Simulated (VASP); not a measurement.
# Al (I4/mmm) in VASP: further runs

The runs below take Al through single point, with LDA.

Everything below comes from runs of VASP 6.6.1. Logs are shortened: lines on timing, memory, paths and dates and some standing lists are left out, and cuts for length are marked.

**1. The cell of the first run**

The structure is tetragonal, space group I4/mmm (No. 139). The conventional cell has a = 3.304 Å, b = 3.304 Å, c = 3.037 Å, α = 90.00°, β = 90.00°, γ = 90.00°. Within 3.7 Å of Al (site symmetry 4/mmm) lie 14 Al at 2.79 to 3.30 Å.

**2. Single point, LDA**

INCAR

```
ALGO     = Normal         # electronic algorithm
EDIFF    = 1E-7           # SCF threshold, eV
ENCUT    = 520            # plane-wave cutoff, eV
ISIF     = 2              # what is computed and relaxed
ISMEAR   = 0              # smearing method
LASPH    = True           # aspherical terms in the spheres
LCHARG   = False          # write CHGCAR
LREAL    = False          # projectors in reciprocal space
LWAVE    = False          # write WAVECAR
NBANDS   = 8              # bands
NELM     = 60             # most SCF steps
PREC     = Accurate       # precision mode
SIGMA    = 0.15           # smearing width, eV
```

KPOINTS

```
k-points
0
Gamma
  22 22 22
```

POSCAR

```
Al
1.0
    0.0000000000      2.3365142344      1.5187342523
    2.3365142344      0.0000000000      1.5187342523
    2.3365142344      2.3365142344      0.0000000000
Al
1
Direct
    0.0000000000      0.0000000000      0.0000000000
```

Potentials or basis: VASP PAW LDA potentials, release 64 (Al).

Command:

```console
> cat potpaw_LDA.64/Al/POTCAR > POTCAR
> mpirun -np 1 vasp_std > vasp.out
```

OUTCAR:

```text
EDIFF = 1E-7
   ENCUT = 520
   ISIF = 2
   ISMEAR = 0
   LASPH = True
   LREAL = False
   NELM = 60
   PREC = Accurate

 ion  position               nearest neighbor table
   1  0.000  0.000  0.000-

  LATTYP: Found a body centered tetragonal cell.
 ALAT       =     3.3043301190
 C/A-ratio  =     0.9192388155

  Lattice vectors:

 A1 = (   0.0000000000,  -2.3365142344,  -1.5187342523)
 A2 = (   0.0000000000,   2.3365142344,  -1.5187342523)
 A3 = (   2.3365142344,   0.0000000000,   1.5187342523)

Analysis of symmetry for initial positions (statically):
=====================================================================
 Subroutine PRICEL returns:
 Original cell was already a primitive cell.

 Routine SETGRP: Setting up the symmetry group for a
 body centered tetragonal supercell.

 Subroutine GETGRP returns: Found 16 space group operations
 (whereof 16 operations were pure point group operations)
 out of a pool of 16 trial point group operations.

The static configuration has the point symmetry D_4h.

Analysis of symmetry for dynamics (positions and initial velocities):
=====================================================================
 Subroutine PRICEL returns:
 Original cell was already a primitive cell.

 Routine SETGRP: Setting up the symmetry group for a
 body centered tetragonal supercell.

 Subroutine GETGRP returns: Found 16 space group operations
 (whereof 16 operations were pure point group operations)
 out of a pool of 16 trial point group operations.

The dynamic configuration has the point symmetry D_4h.

 Subroutine INISYM returns: Found 16 space group operations
 (whereof 16 operations are pure point group operations),
 and found     1 'primitive' translations

----------------------------------------------------------------------------------------

                                     Primitive cell

  volume of cell :      16.5824

  direct lattice vectors                    reciprocal lattice vectors
     0.000000000  2.336514234  1.518734252    -0.213993988  0.213993988  0.329221521
     2.336514234  0.000000000  1.518734252     0.213993988 -0.213993988  0.329221521
     2.336514234  2.336514234  0.000000000     0.213993988  0.213993988 -0.329221521

  length of vectors
     2.786727919  2.786727919  3.304330119     0.447184150  0.447184150  0.447184150

  position of ions in fractional coordinates (direct lattice)
     0.000000000  0.000000000  0.000000000

  ion indices of the primitive-cell ions
   primitive index   ion index
                 1           1

----------------------------------------------------------------------------------------

 KPOINTS: k-points

Automatic generation of k-mesh.
 Grid dimensions read from file:
 generate k-points for:   22   22   22

 Generating k-lattice:

  Cartesian coordinates                     Fractional coordinates (reciprocal lattice)
    -0.009726999  0.009726999  0.014964615     0.045454545 -0.000000000  0.000000000
     0.009726999 -0.009726999  0.014964615    -0.000000000  0.045454545  0.000000000
     0.009726999  0.009726999 -0.014964615     0.000000000  0.000000000  0.045454545

  Length of vectors
     0.020326552  0.020326552  0.020326552

  Shift w.r.t. Gamma in fractional coordinates (k-lattice)
     0.000000000  0.000000000  0.000000000

 Subroutine IBZKPT returns following result:
 ===========================================

 Found    834 irreducible k-points:

 Following reciprocal coordinates:
            Coordinates               Weight
  0.000000  0.000000  0.000000      1.000000
  0.045455  0.000000  0.000000      8.000000
  0.090909  0.000000  0.000000      8.000000
  0.136364  0.000000  0.000000      8.000000
  0.181818  0.000000  0.000000      8.000000
  0.227273 -0.000000  0.000000      8.000000
[... 16 lines left out ...]
  0.500000  0.045455  0.000000      8.000000
 -0.454545  0.045455  0.000000      8.000000
 [... further k-points ...]
   k-points           NKPTS =    834   k-points in BZ     NKDIM =    834   number of bands    NBANDS=      8
   number of dos      NEDOS =    301   number of ions     NIONS =      1
   total plane-waves  NPLWV =  16128
   dimension x,y,z NGX =    24 NGY =   24 NGZ =   28
   dimension x,y,z NGXF=    48 NGYF=   48 NGZF=   56
   ions per type =               1
   NGX,Y,Z   is equivalent  to a cutoff of  14.32, 14.32, 14.09 a.u.
   NGXF,Y,Z  is equivalent  to a cutoff of  28.64, 28.64, 28.17 a.u.
 SYSTEM =  unknown system
   PREC   = accura    normal or accurate (medium, high low for compatibility)
   ISTART =      0    job   : 0-new  1-cont  2-samecut
   ICHARG =      2    charge: 1-file 2-atom 10-const
   ISPIN  =      1    spin polarized calculation?
   LNONCOLLINEAR =      F non collinear calculations
   LSORBIT =      F    spin-orbit coupling
   LASPH  =      T    aspherical Exc in radial PAW
   ENCUT  =  520.0 eV  38.22 Ry    6.18 a.u.   5.18  5.18  6.14*2*pi/ulx,y,z
   NELM   =     60;   NELMIN=  2; NELMDL= -5     # of ELM steps
   EDIFF  = 0.1E-06   stopping-criterion for ELM
   LREAL  =      F    real-space projection
   EDIFFG = 0.1E-05   stopping-criterion for IOM
   NSW    =      0    number of steps for IOM
   IBRION =     -1    ionic relax: 0-MD 1-quasi-New 2-CG
   NFREE  =      0    steps in history (QN), initial steepest desc. (CG)
   ISIF   =      2    stress and relaxation
   ISYM   =      2    0-nonsym 1-usesym 2-fastsym
   POTIM  = 0.5000    time-step for ionic-motion
   TEBEG  =    0.0;   TEEND  =   0.0 temperature during run
   PSTRESS=    0.0 pullay stress
   NELECT =       3.0000    total number of electrons
   NUPDOWN=      -1.0000    fix difference up-down
   EMIN   =  10.00;   EMAX   =-10.00  energy-range for DOS
   EFERMI =   0.00;   METHOD = LEGACY
   ISMEAR =     0;   SIGMA  =   0.15  broadening in eV -4-tet -1-fermi 0-gaus
   EFERMI_NEDOS =   21; number of points for ismear=-14 and -15
   IALGO  =     38    algorithm
   IMIX   =      4    mixing-type and parameters
     AMIX     =   0.40;   BMIX     =  1.00
     AMIX_MAG =   1.60;   BMIX_MAG =  1.00
  volume/ion in A,a.u.               =      16.58       111.90
  Fermi-wavevector in a.u.,A,eV,Ry     =   0.925903  1.749704 11.664236  0.857297
  Thomas-Fermi vector in A             =   2.051808
   LORBIT       =      0    0 simple, 1 ext, 2 COOP (PROOUT), +10 PAW based schemes
   GGA     = CA    functional components
   LHFCALC =     F    Hartree Fock is set to
   AEXX    =    0.0000 exact exchange contribution
   IVDW    =     0    specifies the selected vdW correction
   LEPSILON=     F    determine dielectric tensor
   LRPA    =     F    only Hartree local field effects (RPA)
 non-spin polarized calculation
 Gauss-broadening in eV      SIGMA  =   0.15
  energy-cutoff  :      520.00
  volume of cell :       16.58
 maximum number of plane-waves:       466
 NGX is ok and might be reduce to    24

 number of electron       3.0000000 magnetization

 Free energy of the ion-electron system (eV)
  ---------------------------------------------------
  ext. energy  EPLUGINS =         0.00000000
  ---------------------------------------------------
  free energy    TOTEN  =        -4.09944599 eV

  energy without entropy =       -4.09460183  energy(sigma->0) =       -4.09702391

 E-fermi :   7.7209     XC(G=0): -10.3276

 val. band max:        7.7183864562   @ k =  -0.3182   0.3182   0.2727
 cond. band min:       7.7248805724   @ k =   0.5000   0.3182   0.1818
 fundamental gap:      0.0064941162
 Fermi energy:         7.7208650474

 k-point     1 :       0.0000    0.0000    0.0000
  band No.  band energies     occupation
      1      -3.3231      2.00000
      2      19.6640      0.00000
      3      21.5220      0.00000
      4      21.5220      0.00000
      5      21.6758      0.00000
      6      21.6758      0.00000
      7      22.7727      0.00000
      8      22.7810      0.00000

 k-point     2 :       0.0455    0.0000    0.0000
  band No.  band energies     occupation
      1      -3.2621      2.00000
      2      19.2803      0.00000
      3      20.6827      0.00000
      4      21.1015      0.00000
      5      21.3266      0.00000
      6      22.2737      0.00000
      7      22.7056      0.00000
      8      23.3477      0.00000

 k-point     3 :       0.0909    0.0000    0.0000
  band No.  band energies     occupation
      1      -3.0791      2.00000
      2      18.5667      0.00000
      3      19.0761      0.00000
      4      20.3647      0.00000
      5      20.5478      0.00000
      6      22.7467      0.00000
      7      23.3200      0.00000
      8      23.6618      0.00000

 k-point     4 :       0.1364    0.0000    0.0000
  band No.  band energies     occupation
      1      -2.7747      2.00000
      2      17.1996      0.00000
      3      17.8453      0.00000
      4      19.5193      0.00000
      5      19.8353      0.00000
      6      22.1238      0.00000
      7      24.1655      0.00000
      8      24.5654      0.00000

 k-point     5 :       0.1818    0.0000    0.0000
  band No.  band energies     occupation
      1      -2.3496      2.00000
      2      15.2826      0.00000
      3      17.1918      0.00000
      4      18.6874      0.00000
      5      19.1855      0.00000
      6      21.4227      0.00000
      7      24.5716      0.00000
      8      25.2717      0.00000
[... 177 lines left out ...]
 k-point    22 :       0.4545    0.0455    0.0000
  band No.  band energies     occupation
      1       2.7971      2.00000
      2       5.2061      2.00000
      3      14.3770      0.00000
      4      16.5561      0.00000
      5      16.5789      0.00000
      6      19.2978      0.00000
      7      25.9173      0.00000
      8      30.6720      0.00000

 k-point    23 :       0.5000    0.0455    0.0000
  band No.  band energies     occupation
      1       3.6690      2.00000
      2       4.2455      2.00000
      3      14.2326      0.00000
      4      16.4266      0.00000
      5      16.6348      0.00000
      6      19.3515      0.00000
      7      26.7178      0.00000
      8      30.0118      0.00000

 k-point    24 :      -0.4545    0.0455    0.0000
  band No.  band energies     occupation
      1       2.6040      2.00000
      2       5.4349      2.00000
      3      14.1944      0.00000
      4      16.4014      0.00000
      5      16.7974      0.00000
      6      19.5073      0.00000
      7      27.4524      0.00000
      8      29.1371      0.00000

 [... further k-points ...]

------------------------ aborting loop because EDIFF is reached ----------------------------------------

  FORCE on cell =-STRESS in cart. coord.  units (eV):
  Direction    XX          YY          ZZ          XY          YZ          ZX
  --------------------------------------------------------------------------------------
  -------------------------------------------------------------------------------------
  Total       -0.0908046     -0.0908046     -0.3211147      0.0000000     -0.0000000      0.0000000
  in kB       -8.7734406     -8.7734406    -31.0257426      0.0000000     -0.0000000      0.0000000
  external PRESSURE =     -16.1908746 kB  Pullay stress =       0.0000000 kB

 VOLUME and BASIS-vectors are now :
 -----------------------------------------------------------------------------
  energy-cutoff  :      520.00
  volume of cell :       16.58
      direct lattice vectors                 reciprocal lattice vectors
     0.000000000  2.336514234  1.518734252    -0.213993988  0.213993988  0.329221521
     2.336514234  0.000000000  1.518734252     0.213993988 -0.213993988  0.329221521
     2.336514234  2.336514234  0.000000000     0.213993988  0.213993988 -0.329221521

 POSITION                                       TOTAL-FORCE (eV/Angst)
 -----------------------------------------------------------------------------------
      0.00000      0.00000      0.00000         0.000000      0.000000     -0.000000
 -----------------------------------------------------------------------------------
    total drift:                                0.000000     -0.000000     -0.000000

  FREE ENERGIE OF THE ION-ELECTRON SYSTEM (eV)
  ---------------------------------------------------
  free  energy   TOTEN  =        -4.0994459878 eV

  energy  without entropy=       -4.0946018271  energy(sigma->0) =       -4.09702391
```

Wall time 2.1 min (1 thread of Intel Xeon 8259CL, shared host); peak memory 0.21 GiB.

What came out:

```yaml
Free_energy: -4.0994 eV
Pressure: -1.6 GPa
Band_gap_on_the_k_mesh: zero (an odd number of electrons rules out a gap without spin polarisation)
```

Stress tensor (GPa, compression positive):
```
-0.88  0.00  0.00
 0.00 -0.88  0.00
 0.00  0.00 -3.10
```

**3. Single point, LDA**

This run uses another cell than the first one, of the same volume but with other edges.

INCAR

```
SYSTEM = Al
PREC = Accurate ; ENCUT = 520
EDIFF = 1E-7 ; ISMEAR = 0
SIGMA = 0.15 ; LREAL = .FALSE.
LASPH = .TRUE. ; NELM = 60
ALGO = Normal ; ISIF = 2
LWAVE = .FALSE. ; LCHARG = .FALSE.
NBANDS = 8
```

KPOINTS

```
Automatic mesh
0
G
  22 22 22
  0 0 0
```

POSCAR

```
Al
1.0
    0.0000000000      1.7681093890      2.6521640835
    1.7681093890      0.0000000000      2.6521640835
    1.7681093890      1.7681093890      0.0000000000
Al
1
Direct
    0.0000000000      0.0000000000      0.0000000000
```

Potentials or basis: VASP PAW LDA potentials, release 64 (Al).

Command:

```console
> cat potpaw_LDA.64/Al/POTCAR > POTCAR
> mpirun -np 1 vasp_std > vasp.out
```

It took 78 s on 1 thread of Intel Xeon 8259CL, shared host; peak memory 0.2 GiB.

It converged, with:

| Property | Result |
| --- | --- |
| Free energy | -3.7953 eV |
| Pressure | 9.1 GPa |
| Band gap on the k mesh | zero (an odd number of electrons rules out a gap without spin polarisation) |

Stress tensor (GPa, compression positive):
```
 19.63   0.00   0.00
  0.00  19.63   0.00
  0.00   0.00 -12.11
```

Levels at points of the mesh, in eV from the Fermi level:
```csv
k point,band 1,band 2,band 3,band 4
"(0.00, 0.00, 0.00)",-10.92,8.42,8.96,11.14
"(0.50, 0.00, 0.00)",-4.16,-3.65,5.42,6.44
"(0.50, 0.50, 0.00)",-6.40,-5.09,8.74,11.29
"(0.50, 0.00, 0.50)",-0.50,1.42,3.05,5.72
```

Caveat: the cell stands under pressure.
